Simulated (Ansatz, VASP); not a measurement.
# HgTe: VASP beside Ansatz

File POSCAR:

```
HgTe
1.0
   -3.0456030000      3.0456030000      1.5594100000
    3.0456030000     -3.0456030000      1.5594100000
    3.0456030000      3.0456030000     -1.5594100000
Hg Te
1 1
Direct
    0.2500000000      0.7500000000      0.5000000000
    0.0000000000      0.0000000000      0.0000000000
```

File INCAR.step1:

```
SYSTEM = HgTe
PREC     = Accurate       ! precision mode
ENCUT    = 520            ! plane-wave cutoff, eV
ISMEAR   = -1             ! smearing method
SIGMA    = 0.05           ! smearing width, eV
LREAL    = .False.        ! projectors in reciprocal space
LASPH    = .True.         ! aspherical terms in the spheres
NELM     = 60             ! most SCF steps
NBANDS   = 16             ! bands
GGA      = PE             ! functional
ALGO     = Normal         ! electronic algorithm
EDIFF    = 1E-4           ! SCF threshold, eV
LWAVE    = .True.         ! write WAVECAR
LCHARG   = .False.        ! write CHGCAR
```

INCAR.step2

```
SYSTEM = HgTe
PREC     = Accurate       ! precision mode
ENCUT    = 520            ! plane-wave cutoff, eV
EDIFF    = 1E-6           ! SCF threshold, eV
ISMEAR   = -1             ! smearing method
SIGMA    = 0.05           ! smearing width, eV
LREAL    = .False.        ! projectors in reciprocal space
LASPH    = .True.         ! aspherical terms in the spheres
NELM     = 60             ! most SCF steps
ALGO     = Normal         ! electronic algorithm
ISIF     = 2              ! what is computed and relaxed
LWAVE    = .False.        ! write WAVECAR
LCHARG   = .False.        ! write CHGCAR
METAGGA  = R2SCAN         ! meta-GGA
LMIXTAU  = .True.       
NBANDS   = 16             ! bands
ISTART   = 1
```

The input KPOINTS:

```
regular mesh
0
Gamma
  8 8 8
  0 0 0
```

Input for Ansatz:

```yaml
crystal:
  lattice:
    - [-3.045603, 3.045603, 1.55941]
    - [3.045603, -3.045603, 1.55941]
    - [3.045603, 3.045603, -1.55941]
  atoms:
    - { symbol: Hg, position: [0.25, 0.75, 0.5] }
    - { symbol: Te, position: [0.0, 0.0, 0.0] }
basis:
  ecutwfc: 550.0
kpoints:
  mp_grid:
    grid: [8, 8, 8]
hamiltonian:
  xc: r2scan
scf:
  occupations:
    method: fermi_dirac
    width: 0.05
output:
  forces: true
  stress: true
```

Alike in both runs: task single point; functional r2SCAN; k mesh 8 × 8 × 8; occupations fermi-dirac, width 0.05 eV; no spin polarisation.

|  | VASP | Ansatz |
| --- | --- | --- |
| version | VASP 6.6.1 | Ansatz 0.2.0 |
| potentials or method | VASP PAW PBE potentials, release 64 (Hg, Te), cutoff 520 eV | plane waves, PAW |
| valence electrons in the cell | 18 | 36 |

```csv
,VASP,Ansatz,Ansatz less VASP
pressure (GPa),-1.4,-1.5,-0.10
"traceless stress, the component that is largest in VASP (GPa)",0.68,0.65,-0.029
```

VASP's potentials were made for PBE, not for r2SCAN. VASP's potentials hold 18 valence electrons a cell and Ansatz's 36, so a difference there can come from the potentials and not from the codes.

Neither program's run includes spin-orbit coupling.
